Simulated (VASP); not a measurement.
Input of a VASP 6.6.1 run:

The input POSCAR:

```
HgGeCl4
1.0
   -3.2762017524      3.2762017524      3.6977354718
    3.2762017524     -3.2762017524      3.6977354718
    3.2762017524      3.2762017524     -3.6977354718
Hg Ge Cl
1 1 4
Direct
    0.2500000000      0.7500000000      0.5000000000
    0.0000000000      0.0000000000      0.0000000000
    0.3911789485      0.3817689030      0.5183651410
    0.6182310970      0.1365962380      1.0094100456
    0.8634037620      0.8728138076      0.4816348590
    0.1271861924      0.6088210515     -0.0094100456
```

The input INCAR.step1:

```
SYSTEM = HgGeCl4
PREC = Accurate
ENCUT = 550
ISMEAR = -1
SIGMA = 0.03
LREAL = .False.
LASPH = .True.
NELM = 120
NBANDS = 36
GGA = PE
ALGO = Normal
EDIFF = 1E-5
LWAVE = .True.
LCHARG = .False.
GGA_COMPAT = .False.
```

Contents of INCAR.step2:

```
SYSTEM = HgGeCl4
PREC = Accurate
ENCUT = 550
EDIFF = 1E-6
ISMEAR = -1
SIGMA = 0.03
LREAL = .False.
LASPH = .True.
NELM = 120
ALGO = Normal
ISIF = 2
LWAVE = .False.
LCHARG = .True.
METAGGA = R2SCAN
LMIXTAU = .True.
LUSE_VDW = .True.
IVDW_NL = 2
BPARAM = 11.95
CPARAM = 0.0093
LELF = .True.
LVHAR = .True.
NBANDS = 36
ISTART = 1
GGA_COMPAT = .False.
```

File KPOINTS:

```
Automatic mesh
0
Gamma
  6 6 6
  0 0 0
```

Potentials or basis: VASP PAW PBE potentials, release 64 (Hg, Ge_d, Cl).

Launch:

```console
$ cat potpaw_PBE.64/Hg/POTCAR potpaw_PBE.64/Ge_d/POTCAR potpaw_PBE.64/Cl/POTCAR > POTCAR
$ cp INCAR.step1 INCAR
$ mpirun -np 1 vasp_std > vasp.out
$ cp INCAR.step2 INCAR
$ mpirun -np 1 vasp_std > vasp.out
```

(1) What does it give for the pressure?

(2) What does it give for the band gap on the k mesh?

Answers

(1) 0.1 GPa.

(2) 1.97 eV (least direct gap 2.62 eV).

Caveat: the PAW data sets were made with another functional, which shifts forces and pressure a little; spin-orbit coupling is left out, which moves the levels of the heavy elements.
